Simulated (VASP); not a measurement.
# AlN (P6_3mc) in VASP: a series of runs, part 2 of 2

VASP 6.6.1. The steps go on from the part before.

### Step 4. Single point, r2SCAN

File POSCAR:

```
AlN
1.0
    3.1066945025      0.0000000000      0.0000000000
   -1.5533472512      2.6904763609      0.0000000000
    0.0000000000      0.0000000000      4.9785885509
Al N
2 2
Direct
    0.3333333333      0.6666666667     -0.0007956041
    0.6666666667      0.3333333333      0.4992043959
    0.3333333333      0.6666666667      0.3807956041
    0.6666666667      0.3333333333      0.8807956041
```

File INCAR.step1:

```
PREC = Accurate
ENCUT = 520
ISMEAR = 0
SIGMA = 0.01
LREAL = False
LASPH = True
NELM = 80
NBANDS = 16
GGA = PE
ALGO = Normal
EDIFF = 1E-4
LWAVE = True
LCHARG = False
```

File INCAR.step2:

```
PREC = Accurate
ENCUT = 520
EDIFF = 1E-7
ISMEAR = 0
SIGMA = 0.01
LREAL = False
LASPH = True
NELM = 80
ALGO = Normal
ISIF = 2
LWAVE = False
LCHARG = False
METAGGA = R2SCAN
LMIXTAU = True
NBANDS = 16
ISTART = 1
```

File KPOINTS:

```
Automatic mesh
0
Gamma
  12 12 6
```

Started as:

```bash
cat potpaw_PBE.64/Al/POTCAR potpaw_PBE.64/N/POTCAR > POTCAR
cp INCAR.step1 INCAR
mpirun -np 1 vasp_std > vasp.out
cp INCAR.step2 INCAR
mpirun -np 1 vasp_std > vasp.out
```

Run time: 2.9 min. Hardware: 1 thread of Intel Xeon Platinum 8488C (Sapphire Rapids), shared host; peak memory 0.18 GiB.

Results (log left out):

```yaml
Free_energy: -38.4565 eV
Pressure: -0.4 GPa
Largest_force: 0.003 eV/Å
Band_gap_on_the_k_mesh: 4.92 eV
```

Forces on the atoms (eV/Å):
```
Al   0.000  0.000 -0.003
Al   0.000  0.000 -0.003
N    0.000  0.000  0.003
N    0.000  0.000  0.003
```

Levels at points of the mesh, in eV from the valence-band top:
```tsv
k point	band 6	band 7	band 8	band 9	band 10	band 11
(0.00, 0.00, 0.00)	-0.22	-0.22	0.00	4.92	7.54	11.62
(0.50, 0.00, 0.00)	-2.14	-1.77	-0.71	6.45	6.56	9.05
(0.00, 0.00, 0.50)	-0.56	-0.56	-0.56	7.26	7.26	11.32
(0.50, 0.00, 0.50)	-1.50	-1.39	-1.39	6.00	6.00	10.15
```

Caveat: the PAW data sets were made with another functional, which shifts forces and pressure a little.

### Step 5. Single point, r2SCAN (epitaxial xy strain +5.3%)

File POSCAR:

```
AlN
1.0
    3.2725919889      0.0000000000      0.0000000000
   -1.6362959944      2.8341477986      0.0000000000
    0.0000000000      0.0000000000      4.8002461889
Al N
2 2
Direct
    0.3333333333      0.6666666667     -0.0088221557
    0.6666666667      0.3333333333      0.4911778443
    0.3333333333      0.6666666667      0.3888221557
    0.6666666667      0.3333333333      0.8888221557
```

File INCAR.step1:

```
SYSTEM = AlN
PREC = Accurate ; ENCUT = 520
ISMEAR = 0 ; SIGMA = 0.01
LREAL = .False. ; LASPH = .True.
NELM = 60 ; NBANDS = 16
GGA = PE ; ALGO = Normal
EDIFF = 1E-4 ; LWAVE = .True.
LCHARG = .False.
```

File INCAR.step2:

```
SYSTEM = AlN
PREC = Accurate ; ENCUT = 520
EDIFF = 1E-7 ; ISMEAR = 0
SIGMA = 0.01 ; LREAL = .False.
LASPH = .True. ; NELM = 60
ALGO = Normal ; ISIF = 2
LWAVE = .False. ; LCHARG = .False.
METAGGA = R2SCAN ; LMIXTAU = .True.
NBANDS = 16 ; ISTART = 1
```

File KPOINTS:

```
regular mesh
0
Gamma
  12 12 6
  0 0 0
```

Potentials or basis: VASP PAW PBE potentials, release 64 (Al, N).

Started as:

```bash
cat potpaw_PBE.64/Al/POTCAR potpaw_PBE.64/N/POTCAR > POTCAR
cp INCAR.step1 INCAR
mpirun -np 1 vasp_std > vasp.out
cp INCAR.step2 INCAR
mpirun -np 1 vasp_std > vasp.out
```

OUTCAR:

```text
SYSTEM = AlN
   PREC = Accurate
   ENCUT = 520
   EDIFF = 1E-7
   ISMEAR = 0
   LREAL = .False.
   LASPH = .True.
   NELM = 60
   ISIF = 2
   METAGGA = R2SCAN
   ISTART = 1

 ion  position               nearest neighbor table
   1  0.333  0.667  0.991-   3 1.91   4 1.95   4 1.95   4 1.95   2 3.05   2 3.05   2 3.05   2 3.05
                             2 3.05   2 3.05
   2  0.667  0.333  0.491-   4 1.91   3 1.95   3 1.95   3 1.95   1 3.05   1 3.05   1 3.05   1 3.05
                             1 3.05   1 3.05
   3  0.333  0.667  0.389-   1 1.91   2 1.95   2 1.95   2 1.95
   4  0.667  0.333  0.889-   2 1.91   1 1.95   1 1.95   1 1.95

  LATTYP: Found a hexagonal cell.
 ALAT       =     3.2725919889
 C/A-ratio  =     1.4668025239

  Lattice vectors:

 A1 = (   3.2725919889,   0.0000000000,   0.0000000000)
 A2 = (  -1.6362959944,   2.8341477986,   0.0000000000)
 A3 = (   0.0000000000,   0.0000000000,   4.8002461889)

Analysis of symmetry for initial positions (statically):
=====================================================================
 Subroutine PRICEL returns:
 Original cell was already a primitive cell.

 Routine SETGRP: Setting up the symmetry group for a
[... 178 lines left out ...]
 fundamental gap:      3.8228352426
 Fermi energy:         5.8594087693

 k-point     1 :       0.0000    0.0000    0.0000
  band No.  band energies     occupation
      1     -10.2865      2.00000
      2      -7.9984      2.00000
      3      -0.1738      2.00000
      4       4.0488      2.00000
      5       4.0488      2.00000
      6       4.9746      2.00000
[... 433 lines left out ...]
      3       0.4877      2.00000
      4       1.5955      2.00000
      5       2.2589      2.00000
      6       3.2046      2.00000
[... 8 lines left out ...]
     15      18.3607      0.00000
     16      19.4005      0.00000

 [... further k-points ...]

------------------------ aborting loop because EDIFF is reached ----------------------------------------

  FORCE on cell =-STRESS in cart. coord.  units (eV):
  Direction    XX          YY          ZZ          XY          YZ          ZX
  --------------------------------------------------------------------------------------
  -------------------------------------------------------------------------------------
  Total       -5.8509062     -5.8509062     -0.0682265     -0.0000000      0.0000000      0.0000000
  in kB     -210.5502926   -210.5502926     -2.4551957     -0.0000000      0.0000000      0.0000000
  external PRESSURE =    -141.1852603 kB  Pullay stress =       0.0000000 kB

 VOLUME and BASIS-vectors are now :
 -----------------------------------------------------------------------------
  energy-cutoff  :      520.00
  volume of cell :       44.52
      direct lattice vectors                 reciprocal lattice vectors
     3.272591989  0.000000000  0.000000000     0.305568187  0.176419875  0.000000000
    -1.636295994  2.834147799  0.000000000     0.000000000  0.352839750  0.000000000
     0.000000000  0.000000000  4.800246189     0.000000000  0.000000000  0.208322649

 POSITION                                       TOTAL-FORCE (eV/Angst)
 -----------------------------------------------------------------------------------
     -0.00000      1.88943      4.75790         0.000000     -0.000000     -0.003107
      1.63630      0.94472      2.35777        -0.000000      0.000000     -0.003107
     -0.00000      1.88943      1.86644        -0.000000      0.000000      0.003107
      1.63630      0.94472      4.26657         0.000000     -0.000000      0.003107
 -----------------------------------------------------------------------------------
    total drift:                               -0.000000      0.000000      0.003579

  FREE ENERGIE OF THE ION-ELECTRON SYSTEM (eV)
  ---------------------------------------------------
  free  energy   TOTEN  =       -38.1352611481 eV

  energy  without entropy=      -38.1352611481  energy(sigma->0) =      -38.13526115
```

OUTCAR.step1:

```text
SYSTEM = AlN
   PREC = Accurate
   ENCUT = 520
   ISMEAR = 0
   LREAL = .False.
   LASPH = .True.
   NELM = 60
[... 688 lines left out ...]
      1.63630      0.94472      2.35777        -0.000000      0.000000     -0.066796
     -0.00000      1.88943      1.86644        -0.000000      0.000000      0.066796
      1.63630      0.94472      4.26657         0.000000     -0.000000      0.066796
 -----------------------------------------------------------------------------------
    total drift:                               -0.000000      0.000000     -0.001695

  FREE ENERGIE OF THE ION-ELECTRON SYSTEM (eV)
  ---------------------------------------------------
  free  energy   TOTEN  =       -29.5509585849 eV

  energy  without entropy=      -29.5509585849  energy(sigma->0) =      -29.55095858
```

Wall time 1.9 min (1 thread of Intel Xeon Platinum 8488C (Sapphire Rapids), shared host); peak memory 0.18 GiB.

What came out:

```
Free energy            : -38.1353 eV
Pressure               : -14.1 GPa
Largest force          : 0.003 eV/Å
Band gap on the k mesh : 3.82 eV
```

Forces in eV/Å, atoms in the order of the input:
```
Al   0.000  0.000 -0.003
Al   0.000  0.000 -0.003
N    0.000  0.000  0.003
N    0.000  0.000  0.003
```

Stress tensor (GPa, compression positive):
```
-21.06   0.00   0.00
  0.00 -21.06   0.00
  0.00   0.00  -0.25
```

Caveat: the cell differs from its parent crystal (epitaxial xy strain +5.3%); the cell stands under tension; the PAW data sets were made with another functional, which shifts forces and pressure a little.

### Step 6. Overview

| level | cell | smearing | gap on the mesh (eV) | pressure (GPa) | largest force (eV/Å) |
| --- | --- | --- | --- | --- | --- |
| PBE | a = 3.107, b = 3.107, c = 4.979 Å, angles 90.0, 90.0, 120.0°, 4 atoms, atomic positions A | fermi-dirac 0.02 eV | 4.24 | 4.4 | 0.01 |
| PBE | a = 3.273, b = 3.273, c = 4.800 Å, angles 90.0, 90.0, 120.0°, 4 atoms, atomic positions B | fermi-dirac 0.02 eV | 3.21 | -9.3 | 0.07 |
| r2SCAN | a = 3.107, b = 3.107, c = 4.979 Å, angles 90.0, 90.0, 120.0°, 4 atoms, atomic positions A | gaussian 0.01 eV | 4.92 | -0.4 | - |
| r2SCAN | a = 3.273, b = 3.273, c = 4.800 Å, angles 90.0, 90.0, 120.0°, 4 atoms, atomic positions B | gaussian 0.01 eV | 3.82 | -14.1 | - |

Alike in all rows: task single point; potentials or basis VASP PAW PBE potentials, release 64 (Al, N); no spin polarisation; k mesh 12 × 12 × 6; cutoff (eV) 520.

Caveats: the cell stands under tension (at least some runs); the PAW data sets were made with another functional, which shifts forces and pressure a little (at least some runs); the cell stands under pressure (at least some runs).

Total energies depend on the potentials used, so only differences within one code and one set of settings carry meaning.

### Step 7. Comparison with measurements

Step 4. Against the measured gap of AlN, 6.0343 eV (an exciton energy, a little under the gap; 0 K; quoted in “Structural and optical properties of self-assembled AlN nanowires grown on SiO2/Si substrates by molecular beam epitaxy”, 2024, arxiv:2402.00216), the calculated 4.92 eV is off by -1.11 eV. 2 values of this kind are on record (6.034 to 6.0343 eV); this one was drawn at random. The value is that of r2SCAN on a finite k mesh, which can miss the band edges, without temperature or zero-point motion.
